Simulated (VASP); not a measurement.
V3F:

```
V F
1.0
     0.00000    3.20994    3.20994
     3.20994    0.00000    3.20994
     3.20994    3.20994    0.00000
V F
3 1
Direct
  0.50000 0.50000 0.50000
  0.25000 0.25000 0.25000
  0.75000 0.75000 0.75000
  0.00000 0.00000 0.00000
```

The cell was generated, and may not be a known phase.

```yaml
Program: VASP 6.6.1
Task: relaxation of cell and atoms
Functional: PBE
Potentials_or_basis: VASP PAW PBE potentials, release 64 (V_sv, F)
Cutoff: 600 eV
k_mesh: 6 × 6 × 6
Occupations: gaussian, width 0.1 eV
Spin: collinear spin, ferromagnetic start
Starting_moments: "[2.0, 2.0, 2.0, 0.0] μB"
```

At the start: pressure -14.3 GPa; volume 16.54 Å³/atom.

Problem. Where does the relaxation end?

Solution. Over 3 steps the energy falls by 221.4 meV/atom and the volume is 12.95 Å³/atom (-21.7 %); space group Fm-3m (No. 225, to 0.1 Å) before and after; moment 0.95 μB per cell.

Step by step:
| step | energy change (eV) | largest force (eV/Å) | pressure (GPa) | volume (Å³) |
| --- | --- | --- | --- | --- |
| 1 | 0.0000 | 0.0000 | -14.26 | 66.15 |
| 2 | -0.8739 | 0.0000 | -2.89 | 53.03 |
| 3 | -0.8857 | 0.0000 | -0.15 | 51.81 |

Final structure:
```xyz
4
Lattice="0.0000 2.9589 2.9589 2.9589 0.0000 2.9589 2.9589 2.9589 0.0000" Properties=species:S:1:pos:R:3 pbc="T T T"
V     2.9589    2.9589    2.9589
V     1.4794    1.4794    1.4794
V     4.4383    4.4383    4.4383
F     0.0000    0.0000    0.0000
```

Caveat: the volume moved by over 15 % at a fixed basis, so the end points are rough; a moment this small can come from the mesh or the smearing.
